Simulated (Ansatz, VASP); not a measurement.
Two plane-wave programs on AlNi

Contents of INCAR:

```
PREC = Accurate
ENCUT = 600
EDIFF = 1E-7
ISMEAR = -1
SIGMA = 0.05
LREAL = False
LASPH = True
NELM = 150
ALGO = Normal
ISIF = 3
LWAVE = False
LCHARG = False
ISPIN = 2
MAGMOM = 1 0
LORBIT = 11
LMAXMIX = 4
GGA = RP
IBRION = 2
NSW = 60
EDIFFG = -0.01
```

File KPOINTS:

```
Automatic mesh
0
Gamma
  9 9 9
```

The input POSCAR:

```
AlNi
1.0
    2.8810000000      0.0000000000      0.0000000000
    0.0000000000      2.8810000000      0.0000000000
    0.0000000000      0.0000000000      2.8810000000
Ni Al
1 1
Direct
    0.5000000000      0.5000000000      0.5000000000
    0.0000000000      0.0000000000      0.0000000000
```

The input input.yaml:

```yaml
crystal:
  lattice:
    - [2.881, 0.0, 0.0]
    - [0.0, 2.881, 0.0]
    - [0.0, 0.0, 2.881]
  atoms:
    - { symbol: Ni, position: [0.5, 0.5, 0.5], spin: 1.0 }
    - { symbol: Al, position: [0.0, 0.0, 0.0] }
hamiltonian:
  xc: rpbe
  pseudopotentials: { kind: paw }
magnetization:
  spin_polarized: true
kpoints:
  mp_grid: { grid: [9, 9, 9] }
scf:
  occupations: { method: fermi_dirac, width: 0.05 }
output:
  forces: true
  stress: true
relax:
  f_tol: 0.01
  max_steps: 40
  cell: { stress_tol: 0.05 }
```

Alike in both runs: task relaxation of cell and atoms; functional RPBE; k mesh 9 × 9 × 9; occupations fermi-dirac, width 0.05 eV; collinear spin.

|  | VASP | Ansatz |
| --- | --- | --- |
| version | VASP 6.6.1 | Ansatz 0.2.0 |
| potentials or method | VASP PAW PBE potentials, release 64 (Ni, Al) | Ansatz PAW |
| plane-wave cutoff (eV) | 600 | 420 |
| valence electrons in the cell | 13 | 21 |

|  | VASP | Ansatz | Ansatz less VASP |
| --- | --- | --- | --- |
| net moment per atom (μB) | 0.00 | 0.00 | 0.000 |
| relaxed volume (Å³/atom) | 12.39 | 12.39 | +0.007 |
| relaxed cell length with the largest relative difference (Å) | 2.915 | 2.916 | +0.0005 |

VASP's potentials were made for PBE, not for RPBE. VASP's potentials hold 13 valence electrons a cell and Ansatz's 21, so a difference there can come from the potentials and not from the codes.

Noted on Ansatz's run: the plane-wave basis is chosen anew once the cell has moved, so the energies of steps on either side of that aren't comparable.
